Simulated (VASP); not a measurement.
A run of VASP 6.6.1 is set up as follows.

File INCAR:

```
SYSTEM = Mo
ALGO     = Normal         ! electronic algorithm
EDIFF    = 1E-7           ! SCF threshold, eV
EDIFFG   = -0.01          ! ionic threshold
ENCUT    = 600            ! plane-wave cutoff, eV
GGA      = RE             ! functional
IBRION   = 2              ! ionic algorithm
ISIF     = 3              ! what is computed and relaxed
ISMEAR   = -1             ! smearing method
LASPH    = .TRUE.         ! aspherical terms in the spheres
LCHARG   = .FALSE.        ! write CHGCAR
LREAL    = .FALSE.        ! projectors in reciprocal space
LWAVE    = .FALSE.        ! write WAVECAR
NELM     = 80             ! most SCF steps
NSW      = 80             ! ionic steps
PREC     = Accurate       ! precision mode
SIGMA    = 0.1            ! smearing width, eV
```

The input KPOINTS:

```
k-points
0
G
  10 10 10
  0 0 0
```

Contents of POSCAR:

```
Mo
1.0
    0.0000000000      2.7608283082      2.7608283082
    2.7608283082      0.0000000000      2.7608283082
    2.7608283082      2.7608283082      0.0000000000
Mo
2
Direct
    0.1250000000      0.1250000000      0.1250000000
    0.8750000000      0.8750000000      0.8750000000
```

Potentials or basis: VASP PAW PBE potentials, release 64 (Mo_sv).

The run is started by

```console
$ cat potpaw_PBE.64/Mo_sv/POTCAR > POTCAR
$ mpirun -np 1 vasp_std > vasp.out
```

**Question.** What does it give for the space group after relaxing (to 0.05 Å)?

**Answer.** Fd-3m (No. 227).

**Question.** Predict the relaxed cell.

**Answer.** a = 4.048 Å, b = 4.048 Å, c = 4.048 Å, α = 60.00°, β = 60.00°, γ = 60.00°.

Step by step:
| step | energy change (eV) | largest force (eV/Å) | pressure (GPa) | volume (Å³) |
| --- | --- | --- | --- | --- |
| 1 | 0.0000 | 0.0000 | 13.66 | 42.09 |
| 2 | 0.0842 | 0.0000 | -10.78 | 53.99 |
| 3 | -0.1854 | 0.0000 | -0.34 | 47.02 |
| 4 | -0.1856 | 0.0000 | -0.04 | 46.89 |

Caveat: the PAW data sets were made with another functional, which shifts forces and pressure a little.
